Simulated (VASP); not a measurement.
# Pr (P6_3/mmc) in VASP: single point with LDA

Aim: the single point of Pr with LDA.

Program: VASP 6.6.1. These are calculated values, not measurements. Logs are shortened: lines on timing, memory, paths and dates and some standing lists are left out, and cuts for length are marked.

### 1 The cell of the first run

The structure is hexagonal, space group P6_3/mmc (No. 194). The conventional cell has a = 3.036 Å, b = 3.036 Å, c = 10.505 Å, α = 90.00°, β = 90.00°, γ = 120.00°. Within 4.0 Å of Pr (site symmetry -3m) lie 12 Pr at 3.04 to 3.16 Å. Pr (site symmetry -6m2) has 12 Pr at 3.04 to 3.16 Å within 4.0 Å.

### 2 Single point, LDA, collinear spin, ferromagnetic start

Input file INCAR:

```
SYSTEM = Pr
PREC     = Accurate       ! precision mode
ENCUT    = 600            ! plane-wave cutoff, eV
EDIFF    = 1E-6           ! SCF threshold, eV
ISMEAR   = -1             ! smearing method
SIGMA    = 0.05           ! smearing width, eV
LREAL    = .FALSE.        ! projectors in reciprocal space
LASPH    = .TRUE.         ! aspherical terms in the spheres
NELM     = 200            ! most SCF steps
ALGO     = Normal         ! electronic algorithm
ISIF     = 2              ! what is computed and relaxed
LWAVE    = .FALSE.        ! write WAVECAR
LCHARG   = .FALSE.        ! write CHGCAR
ISPIN    = 2              ! spin polarisation
MAGMOM   = 2 2 2 2        ! initial moments
LORBIT   = 11             ! projections on sites
LMAXMIX  = 6              ! l up to which the mixer works
GGA      = CA             ! functional
NBANDS   = 38             ! bands
GGA_COMPAT= .FALSE.
```

Input file KPOINTS:

```
Automatic mesh
0
G
  10 10 3
  0 0 0
```

Input file POSCAR:

```
Pr
1.0
    3.0358769902      0.0000000000      0.0000000000
   -1.5179384951      2.6291465963      0.0000000000
    0.0000000000      0.0000000000     10.5046136214
Pr
4
Direct
    0.0000000000      1.0000000000      1.0000000000
    0.0000000000      1.0000000000      0.5000000000
    0.3333333333      0.6666666667      0.7500000000
    0.6666666667      0.3333333333      0.2500000000
```

Potentials or basis: VASP PAW PBE potentials, release 64 (Pr).

Launch:

```sh
> cat potpaw_PBE.64/Pr/POTCAR > POTCAR
> mpirun -np 1 vasp_std > vasp.out
```

OUTCAR:

```text
SYSTEM = Pr
   PREC = Accurate
   ENCUT = 600
   EDIFF = 1E-6
   ISMEAR = -1
   LREAL = .FALSE.
   LASPH = .TRUE.
   NELM = 200
   ISIF = 2
   ISPIN = 2
   LORBIT = 11
   GGA = CA

 ion  position               nearest neighbor table
   1  0.000  0.000  0.000-   3 3.16   4 3.16   4 3.16   3 3.16   4 3.16   3 3.16
   2  0.000  0.000  0.500-   3 3.16   4 3.16   4 3.16   3 3.16   4 3.16   3 3.16
   3  0.333  0.667  0.750-   1 3.16   2 3.16   1 3.16   2 3.16   1 3.16   2 3.16
   4  0.667  0.333  0.250-   1 3.16   2 3.16   1 3.16   2 3.16   1 3.16   2 3.16

  LATTYP: Found a hexagonal cell.
 ALAT       =     3.0358769902
 C/A-ratio  =     3.4601578573

  Lattice vectors:

 A1 = (   3.0358769902,   0.0000000000,   0.0000000000)
 A2 = (  -1.5179384951,   2.6291465963,   0.0000000000)
 A3 = (   0.0000000000,   0.0000000000,  10.5046136214)

Analysis of symmetry for initial positions (statically):
=====================================================================
 Subroutine PRICEL returns:
 Original cell was already a primitive cell.

 Routine SETGRP: Setting up the symmetry group for a
 hexagonal supercell.

 Subroutine GETGRP returns: Found 24 space group operations
 (whereof 12 operations were pure point group operations)
 out of a pool of 24 trial point group operations.

The static configuration has the point symmetry D_3d.
 The point group associated with its full space group is D_6h.

Analysis of symmetry for dynamics (positions and initial velocities):
=====================================================================
 Subroutine PRICEL returns:
 Original cell was already a primitive cell.

 Routine SETGRP: Setting up the symmetry group for a
 hexagonal supercell.

 Subroutine GETGRP returns: Found 24 space group operations
 (whereof 12 operations were pure point group operations)
 out of a pool of 24 trial point group operations.

The dynamic configuration has the point symmetry D_3d.
 The point group associated with its full space group is D_6h.

Analysis of structural, dynamic, and magnetic symmetry:
=====================================================================
 Subroutine PRICEL returns:
 Original cell was already a primitive cell.

 Routine SETGRP: Setting up the symmetry group for a
 hexagonal supercell.

 Subroutine GETGRP returns: Found 24 space group operations
 (whereof 12 operations were pure point group operations)
 out of a pool of 24 trial point group operations.

The overall configuration has the point symmetry D_3d.
 The point group associated with its full space group is D_6h.

 Subroutine INISYM returns: Found 24 space group operations
 (whereof 12 operations are pure point group operations),
 and found     1 'primitive' translations

----------------------------------------------------------------------------------------

                                     Primitive cell

  volume of cell :      83.8454

  direct lattice vectors                    reciprocal lattice vectors
     3.035876990  0.000000000  0.000000000     0.329394110  0.190175778  0.000000000
    -1.517938495  2.629146596  0.000000000     0.000000000  0.380351556  0.000000000
     0.000000000  0.000000000 10.504613621     0.000000000  0.000000000  0.095196267

  length of vectors
     3.035876990  3.035876990 10.504613621     0.380351556  0.380351556  0.095196267

  position of ions in fractional coordinates (direct lattice)
     0.000000000  0.000000000  0.000000000
     0.000000000  0.000000000  0.500000000
     0.333333333  0.666666667  0.750000000
     0.666666667  0.333333333  0.250000000

  ion indices of the primitive-cell ions
   primitive index   ion index
                 1           1
                 2           2
                 3           3
                 4           4

----------------------------------------------------------------------------------------

 KPOINTS: Automatic mesh

Automatic generation of k-mesh.
 Grid dimensions read from file:
 generate k-points for:   10   10    3

 Generating k-lattice:

  Cartesian coordinates                     Fractional coordinates (reciprocal lattice)
     0.032939411  0.019017578  0.000000000     0.100000000  0.000000000  0.000000000
     0.000000000  0.038035156  0.000000000     0.000000000  0.100000000  0.000000000
     0.000000000  0.000000000  0.031732089     0.000000000  0.000000000  0.333333333

  Length of vectors
     0.038035156  0.038035156  0.031732089

  Shift w.r.t. Gamma in fractional coordinates (k-lattice)
     0.000000000  0.000000000  0.000000000

 Subroutine IBZKPT returns following result:
 ===========================================

 Found     28 irreducible k-points:

 Following reciprocal coordinates:
            Coordinates               Weight
  0.000000  0.000000  0.000000      1.000000
  0.100000  0.000000  0.000000      6.000000
  0.200000  0.000000  0.000000      6.000000
  0.300000 -0.000000  0.000000      6.000000
  0.400000 -0.000000  0.000000      6.000000
  0.500000  0.000000  0.000000      3.000000
[... 16 lines left out ...]
  0.300000  0.100000  0.333333     24.000000
  0.400000  0.100000  0.333333     24.000000
 [... further k-points ...]
   k-points           NKPTS =     28   k-points in BZ     NKDIM =     28   number of bands    NBANDS=     38
   number of dos      NEDOS =    301   number of ions     NIONS =      4
   total plane-waves  NPLWV =  48384
   dimension x,y,z NGX =    24 NGY =   24 NGZ =   84
   dimension x,y,z NGXF=    48 NGYF=   48 NGZF=  168
   ions per type =               4
   NGX,Y,Z   is equivalent  to a cutoff of  13.14, 13.14, 13.29 a.u.
   NGXF,Y,Z  is equivalent  to a cutoff of  26.29, 26.29, 26.59 a.u.
 SYSTEM =  Pr
   PREC   = accura    normal or accurate (medium, high low for compatibility)
   ISTART =      0    job   : 0-new  1-cont  2-samecut
   ICHARG =      2    charge: 1-file 2-atom 10-const
   ISPIN  =      2    spin polarized calculation?
   LNONCOLLINEAR =      F non collinear calculations
   LSORBIT =      F    spin-orbit coupling
   LASPH  =      T    aspherical Exc in radial PAW
   ENCUT  =  600.0 eV  44.10 Ry    6.64 a.u.   6.06  6.06 20.98*2*pi/ulx,y,z
   NELM   =    200;   NELMIN=  2; NELMDL= -5     # of ELM steps
   EDIFF  = 0.1E-05   stopping-criterion for ELM
   LREAL  =      F    real-space projection
[... 7 lines left out ...]
   TEBEG  =    0.0;   TEEND  =   0.0 temperature during run
   PSTRESS=    0.0 pullay stress
   NELECT =      52.0000    total number of electrons
   NUPDOWN=      -1.0000    fix difference up-down
   EMIN   =  10.00;   EMAX   =-10.00  energy-range for DOS
   EFERMI =   0.00;   METHOD = LEGACY
   ISMEAR =    -1;   SIGMA  =   0.05  broadening in eV -4-tet -1-fermi 0-gaus
   EFERMI_NEDOS =   21; number of points for ismear=-14 and -15
   IALGO  =     38    algorithm
   IMIX   =      4    mixing-type and parameters
     AMIX     =   0.40;   BMIX     =  1.00
     AMIX_MAG =   1.60;   BMIX_MAG =  1.00
  volume/ion in A,a.u.               =      20.96       141.45
  Fermi-wavevector in a.u.,A,eV,Ry     =   1.396099  2.638245 26.519018  1.949093
  Thomas-Fermi vector in A             =   2.519486
   LORBIT       =     11    0 simple, 1 ext, 2 COOP (PROOUT), +10 PAW based schemes
   GGA     = CA    functional components
   LHFCALC =     F    Hartree Fock is set to
   AEXX    =    0.0000 exact exchange contribution
   IVDW    =     0    specifies the selected vdW correction
   LEPSILON=     F    determine dielectric tensor
   LRPA    =     F    only Hartree local field effects (RPA)
 spin polarized calculation
  energy-cutoff  :      600.00
  volume of cell :       83.85
 maximum number of plane-waves:      2836
   NGX = 13   NGY = 13   NGZ = 41

 number of electron      51.9999999 magnetization       5.9831043

 Free energy of the ion-electron system (eV)
  ---------------------------------------------------
  ext. energy  EPLUGINS =         0.00000000
  ---------------------------------------------------
  free energy    TOTEN  =       -25.48020313 eV

  energy without entropy =      -25.29357246  energy(sigma->0) =      -25.38688779

 E-fermi :  10.5447     XC(G=0): -12.6571

 val. band max:       10.5446281837   @ k =   0.3000   0.1000   0.0000
 cond. band min:      10.5481824430   @ k =   0.3000  -0.0000   0.0000
 fundamental gap:      0.0035542593
 Fermi energy:        10.5446579430

 spin component 1

 k-point     1 :       0.0000    0.0000    0.0000
  band No.  band energies     occupation
      1     -25.8052      1.00000
      2     -25.4267      1.00000
      3     -25.4217      1.00000
      4     -24.9993      1.00000
      5      -9.5496      1.00000
      6      -7.7167      1.00000
[... 30 lines left out ...]
     37      10.8728      0.00141
     38      10.8805      0.00121

 k-point     2 :       0.1000    0.0000    0.0000
  band No.  band energies     occupation
      1     -25.7229      1.00000
      2     -25.3562      1.00000
      3     -25.3513      1.00000
      4     -24.9438      1.00000
      5      -9.4267      1.00000
      6      -7.6987      1.00000
[... 30 lines left out ...]
     37      10.8659      0.00162
     38      10.8898      0.00100
[... 859 lines left out ...]
     37      10.9395      0.00037
     38      10.9585      0.00025

 k-point    24 :       0.4000    0.1000    0.3333
  band No.  band energies     occupation
      1     -24.7333      1.00000
      2     -24.6828      1.00000
      3     -24.5423      1.00000
      4     -24.4899      1.00000
      5      -9.4422      1.00000
      6      -9.3551      1.00000
[... 30 lines left out ...]
     37      10.9990      0.00011
     38      11.0429      0.00005

 [... further k-points ...]

 spin component 2

 k-point     1 :       0.0000    0.0000    0.0000
  band No.  band energies     occupation
      1     -25.2269      1.00000
      2     -24.8578      1.00000
      3     -24.8101      1.00000
      4     -24.3939      1.00000
      5      -9.1318      1.00000
      6      -7.2733      1.00000
[... 30 lines left out ...]
     37      11.7302      0.00000
     38      11.7459      0.00000

 k-point     2 :       0.1000    0.0000    0.0000
  band No.  band energies     occupation
      1     -25.1427      1.00000
      2     -24.7857      1.00000
      3     -24.7377      1.00000
      4     -24.3369      1.00000
      5      -9.0065      1.00000
      6      -7.2533      1.00000
[... 30 lines left out ...]
     37      11.7035      0.00000
     38      11.7404      0.00000
[... 859 lines left out ...]
     37      11.7409      0.00000
     38      11.7574      0.00000

 k-point    24 :       0.4000    0.1000    0.3333
  band No.  band energies     occupation
      1     -24.1260      1.00000
      2     -24.0759      1.00000
      3     -23.9216      1.00000
      4     -23.8694      1.00000
      5      -9.0168      1.00000
      6      -8.9149      1.00000
[... 30 lines left out ...]
     37      11.8000      0.00000
     38      11.8454      0.00000

 [... further k-points ...]

------------------------ aborting loop because EDIFF is reached ----------------------------------------

  FORCE on cell =-STRESS in cart. coord.  units (eV):
  Direction    XX          YY          ZZ          XY          YZ          ZX
  --------------------------------------------------------------------------------------
  -------------------------------------------------------------------------------------
  Total       -0.0709902     -0.0709902     -0.0771953      0.0000000      0.0000000      0.0000000
  in kB       -1.3565317     -1.3565317     -1.4751034      0.0000000      0.0000000      0.0000000
  external PRESSURE =      -1.3960556 kB  Pullay stress =       0.0000000 kB

 VOLUME and BASIS-vectors are now :
 -----------------------------------------------------------------------------
  energy-cutoff  :      600.00
  volume of cell :       83.85
      direct lattice vectors                 reciprocal lattice vectors
     3.035876990  0.000000000  0.000000000     0.329394110  0.190175778  0.000000000
    -1.517938495  2.629146596  0.000000000     0.000000000  0.380351556  0.000000000
     0.000000000  0.000000000 10.504613621     0.000000000  0.000000000  0.095196267

 POSITION                                       TOTAL-FORCE (eV/Angst)
 -----------------------------------------------------------------------------------
      0.00000      0.00000      0.00000        -0.000000      0.000000     -0.000000
      0.00000      0.00000      5.25231        -0.000000      0.000000     -0.000000
     -0.00000      1.75276      7.87846         0.000000      0.000000      0.000000
      1.51794      0.87638      2.62615        -0.000000     -0.000000     -0.000000
 -----------------------------------------------------------------------------------
    total drift:                                0.000000     -0.000000     -0.000000

  FREE ENERGIE OF THE ION-ELECTRON SYSTEM (eV)
  ---------------------------------------------------
  free  energy   TOTEN  =       -25.4802031283 eV

  energy  without entropy=      -25.2935724572  energy(sigma->0) =      -25.38688779

 total charge

# of ion       s       p       d       f       tot
--------------------------------------------------
    1        1.976   5.158   1.035   2.142  10.312
    2        1.976   5.158   1.035   2.142  10.312
    3        1.977   5.162   1.025   2.140  10.304
    4        1.977   5.162   1.025   2.140  10.304
--------------------------------------------------
tot          7.906  20.641   4.120   8.565  41.232

 magnetization (x)

# of ion       s       p       d       f       tot
--------------------------------------------------
    1        0.005  -0.008   0.023   1.384   1.404
    2        0.005  -0.008   0.023   1.384   1.404
    3        0.005  -0.012   0.039   1.251   1.283
    4        0.005  -0.012   0.039   1.251   1.283
--------------------------------------------------
tot          0.021  -0.040   0.123   5.271   5.374
```

Run time: 13 min. Hardware: 1 thread of Intel Xeon Platinum 8259CL at 2.50GHz (Skylake/Cascade Lake), shared host; peak memory 0.3 GiB.

What came out:

```
Free energy                                           : -25.4802 eV
Pressure                                              : -0.1 GPa
Band gap on the k mesh                                : zero (filled and empty bands overlap)
Net moment                                            : 5.98 μB per cell
Site moments                                          : Pr +1.40, +1.28 (each value once) μB
Valence electrons inside the program's atomic spheres : Pr 10.31, 10.30 (each value once)
```

Levels at points of the mesh, in eV from the Fermi level:
Spin up:
```
           k point  band 26  band 27  band 28  band 29  band 30  band 31
(0.00, 0.00, 0.00)     0.01     0.01     0.01     0.01     0.07     0.12
(0.50, 0.00, 0.00)    -0.33    -0.09    -0.02    -0.01     0.01     0.01
```
Spin down:
```csv
k point,band 21,band 22,band 23,band 24,band 25,band 26
"(0.00, 0.00, 0.00)",-0.10,-0.09,0.08,0.32,0.45,0.67
"(0.50, 0.00, 0.00)",-1.63,-0.78,-0.67,0.19,0.25,0.54
```

Caveat: the magnetic or orbital state may not be the lowest; the PAW data sets were made with another functional, which shifts forces and pressure a little; spin-orbit coupling is left out, which moves the levels of the heavy elements; semilocal functionals describe open f shells poorly, which spoils levels, moments and volumes. The state reached can hang on the start; a lower one may exist.
